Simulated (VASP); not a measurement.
Input of a VASP 6.6.1 run:

INCAR

```
ALGO = Normal ; EDIFF = 1E-7
ENCUT = 520 ; GGA = PE
ISIF = 2 ; ISMEAR = -1
IVDW = 12 ; LASPH = T
LCHARG = F ; LREAL = Auto
LWAVE = F ; NBANDS = 38
NELM = 100 ; PREC = Accurate
SIGMA = 0.2241
```

File KPOINTS:

```
Automatic mesh
0
Gamma
  2 2 2
  0.5 0.5 0.5
```

Contents of POSCAR:

```
Li
1.0
    4.5461616285      4.5461616285     -4.5461616285
   -4.5461616285     -4.5461616285     -4.5461616285
   -4.5461616285      4.5461616285      4.5461616285
Li
16
Direct
    0.1560453759      0.6241188132      0.0190022940
    0.5671799005      0.5113076019     -0.1100043379
    0.7296890808      0.2138633818     -0.0839426820
    0.6672829186      0.6826951511      0.3470130692
   -0.0371411124      0.6820201861      0.2600363992
    0.3962369021      0.4866046746      0.4726826003
    0.5102908100      0.1846176112      0.1786636874
    0.9477198243      0.0327532350      0.2535149637
    0.1477737826     -0.0204320716      0.0151072499
    0.5251158439      0.8536257215      0.9694958869
    0.7941345458      0.7498503746      0.7841298421
   -0.0273393271      0.3741888518      0.3568012166
    0.1479047722      0.2438124930      0.7308629282
    0.3716440677      0.0626549435      0.4601438908
   -0.1594900400      0.3826706224      0.6263404676
    0.2629525955     -0.0643514296      0.7201523543
```

Potentials or basis: VASP PAW PBE potentials, release 64 (Li_sv).

The run is started by

```sh
$ cat potpaw_PBE.64/Li_sv/POTCAR > POTCAR
$ mpirun -np 1 vasp_std > vasp.out
```

Problem. What does it give for the band gap on the k mesh?

Solution. Zero (band 24 reaches 0.40 eV, above the bottom of band 25 at 0.03 eV).

Problem. Predict the largest force.

Solution. 0.917 eV/Å.

Problem. Predict the dispersion energy per atom.

Solution. -0.146 eV.

Forces on the atoms (eV/Å):
```
Li  -0.101  0.379 -0.149
Li   0.305  0.283  0.218
Li   0.234  0.103 -0.097
Li  -0.243 -0.154 -0.049
Li   0.156 -0.069 -0.200
Li   0.072 -0.238  0.344
Li  -0.376  0.291 -0.784
Li   0.228  0.225  0.313
Li  -0.407 -0.047  0.023
Li   0.103  0.048  0.222
Li   0.086 -0.283  0.080
Li  -0.352 -0.069 -0.377
Li   0.060 -0.013  0.215
Li   0.050  0.024 -0.219
Li  -0.152 -0.338  0.188
Li   0.337 -0.140  0.273
```

Caveat: the k points lie up to 0.49 Å⁻¹ apart.
